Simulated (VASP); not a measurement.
# AgI (P6_3mc) in VASP: single point with HSE06

Aim: the single point of AgI with HSE06.

All numbers are computed with VASP 6.6.1; they aren't measurements. Logs are shortened: lines on timing, memory, paths and dates and some standing lists are left out, and cuts for length are marked.

## 1. The cell of the first run

The structure is hexagonal, space group P6_3mc (No. 186). Conventional cell: a = 4.651 Å, b = 4.651 Å, c = 7.523 Å, α = 90.00°, β = 90.00°, γ = 120.00°. Within 3.7 Å of Ag (site symmetry 3m) lie 4 I at 2.84 Å. Within 3.7 Å of I (site symmetry 3m) lie 4 Ag at 2.84 Å.

## 2. Single point, HSE06 (uniaxial z strain -1.0%)

POSCAR

```
AgI
1.0
    4.6508717428      0.0000000000      0.0000000000
   -2.3254358714      4.0277730790      0.0000000000
    0.0000000000      0.0000000000      7.5233037214
Ag I
2 2
Direct
    0.3333333333      0.6666666667     -0.0014179145
    0.6666666667      0.3333333333      0.4985820855
    0.3333333333      0.6666666667      0.3764179145
    0.6666666667      0.3333333333      0.8764179145
```

INCAR.step1

```
SYSTEM = AgI
ALGO = Normal ; EDIFF = 1E-5
ENCUT = 400 ; GGA = PE
GGA_COMPAT = .False. ; ISIF = 2
ISMEAR = 0 ; KPAR = 4
LASPH = .True. ; LCHARG = .False.
LREAL = .False. ; LWAVE = .True.
NBANDS = 26 ; NELM = 120
PREC = Accurate ; SIGMA = 0.01
```

INCAR.step2

```
SYSTEM = AgI
ALGO = Normal ; EDIFF = 1E-6
ENCUT = 400 ; GGA = PE
GGA_COMPAT = .False. ; HFSCREEN = 0.2079
ISIF = 2 ; ISMEAR = 0
ISTART = 1 ; KPAR = 4
LASPH = .True. ; LCHARG = .False.
LHFCALC = .True. ; LREAL = .False.
LWAVE = .False. ; NBANDS = 26
NELM = 120 ; PREC = Accurate
PRECFOCK = Normal ; SIGMA = 0.01
```

KPOINTS

```
k-points
0
Gamma
  6 6 2
  0 0 0
```

Potentials or basis: VASP PAW PBE potentials, release 64 (Ag, I).

The run is started by

```
> cat potpaw_PBE.64/Ag/POTCAR potpaw_PBE.64/I/POTCAR > POTCAR
> cp INCAR.step1 INCAR
> mpirun -np 4 vasp_std > vasp.out
> cp INCAR.step2 INCAR
> mpirun -np 4 vasp_std > vasp.out
```

OUTCAR:

```text
SYSTEM = AgI
   EDIFF = 1E-6
   ENCUT = 400
   GGA = PE
   HFSCREEN = 0.2079
   ISIF = 2
   ISMEAR = 0
   ISTART = 1
   LASPH = .True.
   LHFCALC = .True.
   LREAL = .False.
   NELM = 120
   PREC = Accurate
   PRECFOCK = Normal

 ion  position               nearest neighbor table
   1  0.333  0.667  0.999-   4 2.84   4 2.84   4 2.84   3 2.84
   2  0.667  0.333  0.499-   3 2.84   3 2.84   3 2.84   4 2.84
   3  0.333  0.667  0.376-   2 2.84   2 2.84   2 2.84   1 2.84
   4  0.667  0.333  0.876-   1 2.84   1 2.84   1 2.84   2 2.84

  LATTYP: Found a hexagonal cell.
 ALAT       =     4.6508717428
 C/A-ratio  =     1.6176115226

  Lattice vectors:

 A1 = (   4.6508717428,   0.0000000000,   0.0000000000)
 A2 = (  -2.3254358714,   4.0277730790,   0.0000000000)
 A3 = (   0.0000000000,   0.0000000000,   7.5233037214)

Analysis of symmetry for initial positions (statically):
=====================================================================
 Subroutine PRICEL returns:
 Original cell was already a primitive cell.

 Routine SETGRP: Setting up the symmetry group for a
 hexagonal supercell.

 Subroutine GETGRP returns: Found 12 space group operations
 (whereof  6 operations were pure point group operations)
 out of a pool of 24 trial point group operations.

The static configuration has the point symmetry C_3v.
 The point group associated with its full space group is C_6v.

Analysis of symmetry for dynamics (positions and initial velocities):
=====================================================================
 Subroutine PRICEL returns:
 Original cell was already a primitive cell.

 Routine SETGRP: Setting up the symmetry group for a
 hexagonal supercell.

 Subroutine GETGRP returns: Found 12 space group operations
 (whereof  6 operations were pure point group operations)
 out of a pool of 24 trial point group operations.

The dynamic configuration has the point symmetry C_3v.
 The point group associated with its full space group is C_6v.

 Subroutine INISYM returns: Found 12 space group operations
 (whereof  6 operations are pure point group operations),
 and found     1 'primitive' translations

----------------------------------------------------------------------------------------

                                     Primitive cell

  volume of cell :     140.9315

  direct lattice vectors                    reciprocal lattice vectors
     4.650871743  0.000000000  0.000000000     0.215013455  0.124138076  0.000000000
    -2.325435871  4.027773079  0.000000000     0.000000000  0.248276152  0.000000000
     0.000000000  0.000000000  7.523303721     0.000000000  0.000000000  0.132920328

  length of vectors
     4.650871743  4.650871743  7.523303721     0.248276152  0.248276152  0.132920328

  position of ions in fractional coordinates (direct lattice)
     0.333333333  0.666666667  0.998582085
     0.666666667  0.333333333  0.498582085
     0.333333333  0.666666667  0.376417915
     0.666666667  0.333333333  0.876417915

  ion indices of the primitive-cell ions
   primitive index   ion index
                 1           1
                 2           2
                 3           3
                 4           4

----------------------------------------------------------------------------------------

 KPOINTS: k-points

Automatic generation of k-mesh.
 Grid dimensions read from file:
 generate k-points for:    6    6    2

 Generating k-lattice:

  Cartesian coordinates                     Fractional coordinates (reciprocal lattice)
     0.035835576  0.020689679  0.000000000     0.166666667 -0.000000000  0.000000000
     0.000000000  0.041379359  0.000000000     0.000000000  0.166666667  0.000000000
     0.000000000  0.000000000  0.066460164     0.000000000  0.000000000  0.500000000

  Length of vectors
     0.041379359  0.041379359  0.066460164

  Shift w.r.t. Gamma in fractional coordinates (k-lattice)
     0.000000000  0.000000000  0.000000000

 Subroutine IBZKPT returns following result:
 ===========================================

 Found     14 irreducible k-points:

 Following reciprocal coordinates:
            Coordinates               Weight
  0.000000  0.000000  0.000000      1.000000
  0.166667  0.000000  0.000000      6.000000
  0.333333  0.000000  0.000000      6.000000
  0.500000  0.000000  0.000000      3.000000
  0.166667  0.166667  0.000000      6.000000
  0.333333  0.166667  0.000000     12.000000
  0.333333  0.333333  0.000000      2.000000
  0.000000  0.000000  0.500000      1.000000
  0.166667  0.000000  0.500000      6.000000
  0.333333  0.000000  0.500000      6.000000
  0.500000  0.000000  0.500000      3.000000
  0.166667  0.166667  0.500000      6.000000
  0.333333  0.166667  0.500000     12.000000
  0.333333  0.333333  0.500000      2.000000
   k-points           NKPTS =     14   k-points in BZ     NKDIM =     72   number of bands    NBANDS=     26
   number of dos      NEDOS =    301   number of ions     NIONS =      4
   total plane-waves  NPLWV =  45000
   dimension x,y,z NGX =    30 NGY =   30 NGZ =   50
   dimension x,y,z NGXF=    60 NGYF=   60 NGZF=  100
   ions per type =               2   2
   NGX,Y,Z   is equivalent  to a cutoff of  10.72, 10.72, 11.05 a.u.
   NGXF,Y,Z  is equivalent  to a cutoff of  21.45, 21.45, 22.10 a.u.
 SYSTEM =  AgI
   PREC   = accura    normal or accurate (medium, high low for compatibility)
   ISTART =      1    job   : 0-new  1-cont  2-samecut
   ICHARG =      0    charge: 1-file 2-atom 10-const
   ISPIN  =      1    spin polarized calculation?
   LNONCOLLINEAR =      F non collinear calculations
   LSORBIT =      F    spin-orbit coupling
   LASPH  =      T    aspherical Exc in radial PAW
   ENCUT  =  400.0 eV  29.40 Ry    5.42 a.u.   7.58  7.58 12.27*2*pi/ulx,y,z
   NELM   =    120;   NELMIN=  2; NELMDL=  0     # of ELM steps
   EDIFF  = 0.1E-05   stopping-criterion for ELM
   LREAL  =      F    real-space projection
   EDIFFG = 0.1E-04   stopping-criterion for IOM
   NSW    =      0    number of steps for IOM
   IBRION =     -1    ionic relax: 0-MD 1-quasi-New 2-CG
   NFREE  =      0    steps in history (QN), initial steepest desc. (CG)
   ISIF   =      2    stress and relaxation
   ISYM   =      3    0-nonsym 1-usesym 2-fastsym
   POTIM  = 0.5000    time-step for ionic-motion
   TEBEG  =    0.0;   TEEND  =   0.0 temperature during run
   PSTRESS=    0.0 pullay stress
   NELECT =      36.0000    total number of electrons
   NUPDOWN=      -1.0000    fix difference up-down
   EMIN   =  10.00;   EMAX   =-10.00  energy-range for DOS
   EFERMI =   0.00;   METHOD = LEGACY
   ISMEAR =     0;   SIGMA  =   0.01  broadening in eV -4-tet -1-fermi 0-gaus
   EFERMI_NEDOS =   21; number of points for ismear=-14 and -15
   IALGO  =     38    algorithm
   IMIX   =      1    mixing-type and parameters
     AMIX     =   0.40;   BMIX     =  1.00
     AMIX_MAG =   1.60;   BMIX_MAG =  1.00
  volume/ion in A,a.u.               =      35.23       237.76
  Fermi-wavevector in a.u.,A,eV,Ry     =   1.038739  1.962932 14.680390  1.078978
  Thomas-Fermi vector in A             =   2.173237
   LORBIT       =      0    0 simple, 1 ext, 2 COOP (PROOUT), +10 PAW based schemes
   GGA     = PE    functional components
   LHFCALC =     T    Hartree Fock is set to
   PRECFOCK=normal    Normal, Fast or Accurate (Low or Medium for compatibility)
   ENCUT4O =  -1.0   cutoff for four orbital integrals eV
   NKREDX  =     1    reduce k-point grid by
   NKREDY  =     1    reduce k-point grid by
   NKREDZ  =     1    reduce k-point grid by
   AEXX    =    0.2500 exact exchange contribution
   HFSCREEN=    0.2079 screening length (either q_TF or 0.3 A-1)
   HFSCREENC=   0.2079 screening length for correlation (either q_TF or 0.3 A-1)
   ENCUTFOCK=  -1.0 apply spherical cutoff to Coloumb kernel
   IVDW    =     0    specifies the selected vdW correction
   LEPSILON=     F    determine dielectric tensor
   LRPA    =     F    only Hartree local field effects (RPA)
 non-spin polarized calculation
 Gauss-broadening in eV      SIGMA  =   0.01
  energy-cutoff  :      400.00
  volume of cell :      140.93
 maximum number of plane-waves:      2592
  NGX = 24; NGY = 24; NGZ = 40

 number of electron      35.9999980 magnetization

 Free energy of the ion-electron system (eV)
  ---------------------------------------------------
  ext. energy  EPLUGINS =         0.00000000
  ---------------------------------------------------
  free energy    TOTEN  =       -11.46249735 eV

  energy without entropy =      -11.46249735  energy(sigma->0) =      -11.46249735

 E-fermi :   2.1814     XC(G=0):  -6.9124

 val. band max:        2.0663249746   @ k =   0.0000   0.0000   0.0000
 cond. band min:       4.5779438211   @ k =   0.0000   0.0000   0.0000
 fundamental gap:      2.5116188464
 Fermi energy:         2.1813757788

 k-point     1 :       0.0000    0.0000    0.0000
  band No.  band energies     occupation
      1     -11.4695      2.00000
      2     -11.1591      2.00000
      3      -2.5580      2.00000
      4      -2.5580      2.00000
      5      -2.5347      2.00000
      6      -2.4157      2.00000
[... 18 lines left out ...]
     25       9.9392      0.00000
     26      10.6078      0.00000

 k-point     2 :       0.1667    0.0000    0.0000
  band No.  band energies     occupation
      1     -11.4049      2.00000
      2     -11.1289      2.00000
      3      -2.5632      2.00000
      4      -2.5088      2.00000
      5      -2.4885      2.00000
      6      -2.3857      2.00000
[... 18 lines left out ...]
     25      10.1263      0.00000
     26      10.4884      0.00000

 k-point     3 :       0.3333    0.0000    0.0000
  band No.  band energies     occupation
      1     -11.2607      2.00000
      2     -11.0780      2.00000
      3      -2.5485      2.00000
      4      -2.4158      2.00000
      5      -2.3954      2.00000
      6      -2.2279      2.00000
[... 282 lines left out ...]
 k-point    13 :       0.3333    0.1667    0.5000
  band No.  band energies     occupation
      1     -11.1175      2.00000
      2     -11.1175      2.00000
      3      -2.4545      2.00000
      4      -2.4545      2.00000
      5      -2.2564      2.00000
      6      -2.2564      2.00000
[... 18 lines left out ...]
     25      10.7646      0.00000
     26      10.7646      0.00000

 k-point    14 :       0.3333    0.3333    0.5000
  band No.  band energies     occupation
      1     -11.0918      2.00000
      2     -11.0918      2.00000
      3      -2.3500      2.00000
      4      -2.3500      2.00000
      5      -2.2988      2.00000
      6      -2.2988      2.00000
[... 18 lines left out ...]
     25      11.3972      0.00000
     26      11.3972      0.00000

------------------------ aborting loop because EDIFF is reached ----------------------------------------

  FORCE on cell =-STRESS in cart. coord.  units (eV):
  Direction    XX          YY          ZZ          XY          YZ          ZX
  --------------------------------------------------------------------------------------
  -------------------------------------------------------------------------------------
  Total        0.4619601      0.4619601      0.6046137      0.0000000      0.0000000      0.0000000
  in kB        5.2517868      5.2517868      6.8735420      0.0000000      0.0000000      0.0000000
  external PRESSURE =       5.7923719 kB  Pullay stress =       0.0000000 kB

 VOLUME and BASIS-vectors are now :
 -----------------------------------------------------------------------------
  energy-cutoff  :      400.00
  volume of cell :      140.93
      direct lattice vectors                 reciprocal lattice vectors
     4.650871743  0.000000000  0.000000000     0.215013455  0.124138076  0.000000000
    -2.325435871  4.027773079  0.000000000     0.000000000  0.248276152  0.000000000
     0.000000000  0.000000000  7.523303721     0.000000000  0.000000000  0.132920328

 POSITION                                       TOTAL-FORCE (eV/Angst)
 -----------------------------------------------------------------------------------
     -0.00000      2.68518      7.51264         0.000000      0.000000      0.001075
      2.32544      1.34259      3.75098        -0.000000      0.000000      0.001075
     -0.00000      2.68518      2.83191         0.000000     -0.000000     -0.001075
      2.32544      1.34259      6.59356        -0.000000      0.000000     -0.001075
 -----------------------------------------------------------------------------------
    total drift:                               -0.000000     -0.000002     -0.000662

  FREE ENERGIE OF THE ION-ELECTRON SYSTEM (eV)
  ---------------------------------------------------
  free  energy   TOTEN  =       -11.4624973507 eV

  energy  without entropy=      -11.4624973507  energy(sigma->0) =      -11.46249735
```

It took 20 min on 4 MPI ranks of Intel Xeon Platinum 8259CL at 2.50GHz (Skylake/Cascade Lake), shared host; peak memory 0.34 GiB.

Results:

```
Free energy            : -11.4625 eV
Pressure               : 0.6 GPa
Band gap on the k mesh : 2.51 eV
```

Stress tensor (GPa, compression positive):
```
0.53 0.00 0.00
0.00 0.53 0.00
0.00 0.00 0.69
```

Caveat: the cell differs from its parent crystal (uniaxial z strain -1.0%); the PAW data sets were made with another functional, which shifts forces and pressure a little; spin-orbit coupling is left out, which moves the levels of the heavy elements.
